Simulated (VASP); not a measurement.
A run of VASP 6.6.1:

File INCAR:

```
ALGO = Normal
EDIFF = 1E-6
ENCUT = 520
GGA = PE
ISIF = 2
ISMEAR = 0
LASPH = True
LCHARG = False
LREAL = False
LWAVE = False
NBANDS = 16
NELM = 100
PREC = Accurate
SIGMA = 0.05
```

KPOINTS

```
k-points
0
Gamma
  10 10 6
```

File POSCAR:

```
BN
1.0
    0.0000000000     -1.8130010000     -1.8130010000
    0.0000000000      1.8130010000     -1.8130010000
    3.6260020000      0.0000000000      0.0000000000
B N
2 2
Direct
    0.5000000000      0.5000000000      0.5000000000
    0.0000000000      0.0000000000      0.0000000000
    0.0000000000      0.5000000000      0.2500000000
    0.5000000000      0.0000000000      0.7500000000
```

Potentials or basis: VASP PAW PBE potentials, release 64 (B, N).

Command:

```sh
$ cat potpaw_PBE.64/B/POTCAR potpaw_PBE.64/N/POTCAR > POTCAR
$ mpirun -np 1 vasp_std > vasp.out
```

Hardware: 1 thread of AMD EPYC 7R13 (shared host).

Task: How long does it take, and how much memory?

Result: It took 40 s on 1 thread of AMD EPYC 7R13, with other jobs on the host, peak memory 0.11 GiB. Counts: scf iterations 12, k points 84.
